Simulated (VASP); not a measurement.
Here is a VASP 6.6.1 calculation.

File INCAR:

```
PREC = Accurate ; ENCUT = 600
EDIFF = 1E-6 ; ISMEAR = -1
SIGMA = 0.05 ; LREAL = False
LASPH = True ; NELM = 60
ALGO = Normal ; ISIF = 3
LWAVE = False ; LCHARG = False
GGA = RP ; IVDW = 12
IBRION = 2 ; NSW = 60
EDIFFG = -0.01
```

The input KPOINTS:

```
Automatic mesh
0
Gamma
  7 7 7
```

File POSCAR:

```
ScAl3
1.0
    4.0878065700      0.0000000000      0.0000000000
    0.0000000000      4.0878065700      0.0000000000
    0.0000000000      0.0000000000      4.0878065700
Sc Al
1 3
Direct
    0.0000000000      0.0000000000      0.0000000000
    0.5000000000      0.5000000000      0.0000000000
    0.0000000000      0.5000000000      0.5000000000
    0.5000000000      0.0000000000      0.5000000000
```

Potentials or basis: VASP PAW PBE potentials, release 64 (Sc_sv, Al).

Run with:

```console
$ cat potpaw_PBE.64/Sc_sv/POTCAR potpaw_PBE.64/Al/POTCAR > POTCAR
$ mpirun -np 1 vasp_std > vasp.out
```

Question: What does it give for the relaxed volume?

Answer: 14.04 Å³/atom.

Question: What does it give for the dispersion energy per atom?

Answer: -2.594 eV.

Question: What does it give for the band gap on the k mesh?

Answer: Zero (band 10 reaches 10.29 eV, above the bottom of band 11 at 6.39 eV).

Question: Predict the relaxed cell.

Answer: a = 3.829 Å, b = 3.829 Å, c = 3.829 Å, α = 90.00°, β = 90.00°, γ = 90.00°.

Step by step:
| step | energy change (eV) | largest force (eV/Å) | pressure (GPa) | volume (Å³) |
| --- | --- | --- | --- | --- |
| 1 | 0.0000 | 0.0000 | -19.93 | 68.31 |
| 2 | -0.4346 | 0.0000 | 23.36 | 49.39 |
| 3 | -0.8821 | 0.0000 | -0.27 | 56.27 |
| 4 | -0.8821 | 0.0000 | 0.28 | 56.04 |
| 5 | -0.8822 | 0.0000 | -0.19 | 56.22 |
| 6 | -0.8822 | 0.0000 | 0.02 | 56.14 |

Caveat: the volume moved by over 15 % at a fixed basis, so the end points are rough; the PAW data sets were made with another functional, which shifts forces and pressure a little; pairwise dispersion overbinds metals, which lowers pressure and volume.
